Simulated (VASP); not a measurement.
A run of VASP 6.6.1 is set up as follows.

The input INCAR:

```
PREC = Accurate ; ENCUT = 520
EDIFF = 1E-6 ; ISMEAR = -1
SIGMA = 0.002 ; LREAL = Auto
LASPH = T ; NELM = 80
ALGO = Normal ; ISIF = 2
LWAVE = F ; LCHARG = T
GGA = PS ; LELF = T
LVHAR = T ; NBANDS = 30
```

Contents of KPOINTS:

```
regular mesh
0
Gamma
  4 4 3
```

POSCAR

```
Be16H
1.0
   -2.2900000000     -3.9663960000      0.0000000000
    3.4350000000     -1.9831980000      0.0000000000
    0.0000000000      0.0000000000      7.1768600000
Be H
16 1
Direct
    0.7461678968      0.5374161525      0.0240634484
    0.5059445067      0.3702221020      0.2713721600
    0.6589722952      0.5801008897      0.5253411659
    0.4443578687      0.3152487684      0.7596776306
    0.4587520181      0.0490661198      0.0345973030
    0.1877827613      0.8839658001      0.2701599307
    0.4597755212     -0.0035557661      0.5076454048
    0.1649424341      0.8683313462      0.7851205123
    0.2938414967      0.5651519731      0.0069807687
   -0.0318811646      0.3540006210      0.2380567546
    0.1570463694      0.4888023831      0.5218716820
   -0.1307937601      0.3759482648      0.7680935674
   -0.0285827027      0.0457192462      0.0254846827
    0.7362262132      0.8400751174      0.2784086634
   -0.0828008655      0.0119609951      0.5236969928
    0.7005478607      0.8984729551      0.7887711339
    0.1858017248      0.5050614119      0.7978140858
```

Potentials or basis: VASP PAW PBE potentials, release 64 (Be, H).

Run with:

```console
$ cat potpaw_PBE.64/Be/POTCAR potpaw_PBE.64/H/POTCAR > POTCAR
$ mpirun -np 1 vasp_std > vasp.out
```

Task: Predict the pressure.

Result: 5.1 GPa.

Task: What does it give for the largest force?

Result: 2.501 eV/Å.

Forces in eV/Å, atoms in the order of the input:
```
Be   0.747  0.369 -0.096
Be   0.552  1.444 -0.094
Be  -2.449  0.260  0.433
Be   0.772 -0.009 -0.147
Be  -0.064 -0.320 -0.368
Be  -1.103 -0.550  0.174
Be   2.176  0.397  0.708
Be   0.261 -0.816 -1.196
Be   0.389  1.647  1.100
Be   0.061 -0.924  1.854
Be   0.131 -1.056 -0.895
Be  -1.081 -1.297 -0.726
Be  -0.316  0.558 -0.419
Be   0.946  0.456 -0.743
Be   0.204 -1.238  0.433
Be  -1.142  1.232 -0.264
H   -0.083 -0.155  0.246
```

Caveat: the k points lie up to 0.40 Å⁻¹ apart; the PAW data sets were made with another functional, which shifts forces and pressure a little.
